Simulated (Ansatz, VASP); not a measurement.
## MgS in VASP and in Ansatz

INCAR

```
  PREC = Accurate
  ENCUT = 520
  EDIFF = 1E-7
  ISMEAR = 0
  SIGMA = 0.02
  LREAL = F
  LASPH = T
  NELM = 60
  ALGO = Normal
  ISIF = 2
  LWAVE = F
  LCHARG = F
  GGA = PS
  NBANDS = 16
```

KPOINTS

```
regular mesh
0
Gamma
  6 6 4
```

File POSCAR:

```
MgS
1.0
    3.8474951168      0.0000000000      0.0000000000
   -1.9237475584      3.3320285121      0.0000000000
    0.0000000000      0.0000000000      6.7083694453
Mg S
2 2
Direct
    0.6666666667      0.3333333333      0.5061126375
    0.3333333333      0.6666666667      1.0061126375
    0.3333333333      0.6666666667      0.3688863625
    0.6666666667      0.3333333333      0.8688863625
```

Input for Ansatz:

```yaml
crystal:
  lattice:
    - [3.8474951168, 0.0, 0.0]
    - [-1.9237475584, 3.3320285121, 0.0]
    - [0.0, 0.0, 6.7083694453]
  atoms:
    - { symbol: Mg, position: [0.6666666667, 0.3333333333, 0.5061126375] }
    - { symbol: Mg, position: [0.3333333333, 0.6666666667, 1.0061126375] }
    - { symbol: S, position: [0.3333333333, 0.6666666667, 0.3688863625] }
    - { symbol: S, position: [0.6666666667, 0.3333333333, 0.8688863625] }
basis:
  ecutwfc: 420
kpoints:
  mp_grid: { grid: [6, 6, 4] }
  band_path: { path: [VBM, CBM], npoints: 2 }
hamiltonian:
  xc: pbesol
scf:
  occupations: { method: gaussian, width: 0.02 }
output:
  forces: true
  stress: true
  eigenvalues: true
checkpoint:
  read: start.run
  write: ck
  compress: false
  write_wavefunctions: false
  write_every: 100000
```

Alike in both runs: task single point; functional PBEsol; k mesh 6 × 6 × 4; occupations gaussian, width 0.02 eV; no spin polarisation.

|  | VASP | Ansatz |
| --- | --- | --- |
| version | VASP 6.6.1 | Ansatz 0.2.0 |
| potentials or method | VASP PAW PBE potentials, release 64 (Mg, S), cutoff 520 eV | scalar-relativistic, plane waves, PAW |
| valence electrons in the cell | 16 | 32 |

```csv
,VASP,Ansatz,Ansatz less VASP
gap on the k mesh at the Fermi level (eV),3.34,3.34,-0.003
least direct gap on the mesh (eV),3.34,3.34,-0.003
pressure (GPa),2.8,2.9,+0.07
"traceless stress, the component that is largest in VASP (GPa)",-2.94,-2.93,+0.016
rms of the force components (eV/Å),0.004,0.004,+0.0003
```

VASP's potentials were made for PBE, not for PBEsol. Atom by atom the forces differ by 0.000 eV/Å (rms over components). With one functional, cell and mesh, what is left measures potentials, basis and numerics. VASP's potentials hold 16 valence electrons a cell and Ansatz's 32, so a difference there can come from the potentials and not from the codes.
